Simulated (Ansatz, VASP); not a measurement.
# SnS: VASP beside Ansatz

```
S Sn
1.0
     3.98448    0.00000    0.00000
     0.00000   11.87671    0.00000
     0.00000    0.00000   21.95182
S Sn
8 8
Direct
  0.25000 0.56789 0.34166
  0.25000 0.06133 0.35097
  0.75000 0.68482 0.46892
  0.75000 0.17826 0.47824
  0.25000 0.44097 0.52176
  0.25000 0.93440 0.53108
  0.75000 0.55790 0.64903
  0.75000 0.05133 0.65834
  0.25000 0.78368 0.36863
  0.25000 0.25552 0.40858
  0.75000 0.49063 0.41132
  0.75000 0.96247 0.45127
  0.25000 0.65675 0.54873
  0.25000 0.12860 0.58868
  0.75000 0.36370 0.59142
  0.75000 0.83555 0.63137
```

Alike in both runs: task single point; functional PBEsol; k mesh 7 × 3 × 1; occupations gaussian, width 0.05 eV; no spin polarisation.

|  | VASP | Ansatz |
| --- | --- | --- |
| version | VASP 6.6.1 | Ansatz 0.2.0 |
| potentials or method | VASP PAW PBE potentials, release 64 (S, Sn_d), cutoff 400 eV | scalar-relativistic, plane waves, PAW |
| valence electrons in the cell | 160 | 160 |

Ansatz gave:

```
gap on the k mesh at the Fermi level (eV) : none
rms of the force components (eV/Å)        : 0.541
```

Question: What did VASP give for the same quantities?

Answer: gap on the k mesh at the Fermi level (eV): none; rms of the force components (eV/Å): 0.542.

VASP's potentials were made for PBE, not for PBEsol. A gap of «none» marks a metal or a gap that the smearing closes.
